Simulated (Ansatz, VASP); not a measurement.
## KTaO3 in VASP and in Ansatz

```
K Ta O
1.0
     4.06807    0.00000    0.00000
     0.00000    4.06807    0.00000
     0.00000    0.00000    3.98830
K Ta O
1 1 3
Direct
  0.50000 0.50000 0.50000
  0.00000 0.00000 0.00000
  0.50000 0.00000 0.00000
  0.00000 0.50000 0.00000
  0.00000 0.00000 0.50000
```

Change from the starting cell: equal xx and yy strain of +2 %, PAW files.

Alike in both runs: task electric field gradients; functional PBE; k mesh 5 × 5 × 5; occupations fermi-dirac, width 0.01 eV; no spin polarisation.

```csv
,VASP,Ansatz
version,VASP 6.6.1,Ansatz 0.2.0
potentials or method,"VASP PAW PBE potentials, release 64 (K_sv, Ta_pv, O)","PAW with Ansatz's default frozen-core files, scalar-relativistic"
plane-wave cutoff (eV),520,420
valence electrons in the cell,38,40
```

```tsv
	VASP	Ansatz	Ansatz less VASP
gap on the k mesh at the Fermi level (eV)	2.17	2.21	+0.044
pressure (GPa)	-1.6	-2.2	-0.55
traceless stress, the component that is largest in VASP (GPa)	4.45	4.38	-0.070
size of Vzz on the site where it differs most (V/Å²)	101.6	106.9	+5.23
```

VASP's potentials hold 38 valence electrons a cell and Ansatz's 40, so a difference there can come from the potentials and not from the codes.

Neither program's run includes spin-orbit coupling.
